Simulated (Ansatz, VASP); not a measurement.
Tl in VASP and in Ansatz

```
CELL_PARAMETERS angstrom
3.40140 0.00000 0.00000
-1.70070 2.94570 0.00000
0.00000 0.00000 5.44300
ATOMIC_POSITIONS crystal
Tl 0.33333 0.66667 0.25000
Tl 0.66667 0.33333 0.75000
```

Alike in both runs: task single point; functional LDA; k mesh 11 × 11 × 6; occupations methfessel-paxton of order 1, width 0.3 eV; no spin polarisation.

|  | VASP | Ansatz |
| --- | --- | --- |
| version | VASP 6.6.1 | Ansatz 0.2.0 |
| potentials or method | VASP PAW LDA potentials, release 64 (Tl_d), cutoff 520 eV | plane waves (420 eV) with PAW, scalar-relativistic |
| valence electrons in the cell | 26 | 26 |

```tsv
	VASP	Ansatz	Ansatz less VASP
pressure (GPa)	0.1	0.0	-0.10
traceless stress, the component that is largest in VASP (GPa)	0.07	0.03	-0.038
```

Ansatz warns that its potentials were made for another functional, while VASP's fit it. LDA's correlation is that of Perdew and Zunger in VASP and of Perdew and Wang (1992) in Ansatz.

Neither program's run includes spin-orbit coupling.
